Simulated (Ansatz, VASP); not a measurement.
# One calculation of Ru, two programs

```
Ru
1.0
     2.84670    0.00000    0.00000
    -1.42335    2.46531    0.00000
     0.00000    0.00000    3.78110
Ru
2
Direct
  0.33333 0.66667 0.25000
  0.66667 0.33333 0.75000
```

Alike in both runs: task single point; functional PBE; k mesh 18 × 18 × 10; occupations gaussian, width 0.15 eV; no spin polarisation.

|  | VASP | Ansatz |
| --- | --- | --- |
| version | VASP 6.6.1 | Ansatz 0.2.0 |
| potentials or method | VASP PAW PBE potentials, release 64 (Ru_pv), cutoff 520 eV | scalar-relativistic, plane waves, PAW |
| valence electrons in the cell | 28 | 32 |

|  | VASP | Ansatz | Ansatz less VASP |
| --- | --- | --- | --- |
| gap on the k mesh at the Fermi level (eV) | none | none | - |
| pressure (GPa) | 25.4 | 25.4 | 0.00 |
| traceless stress, the component that is largest in VASP (GPa) | 44.07 | 44.05 | -0.020 |

A gap of «none» marks a metal or a gap that the smearing closes. VASP's potentials hold 28 valence electrons a cell and Ansatz's 32, so a difference there can come from the potentials and not from the codes.
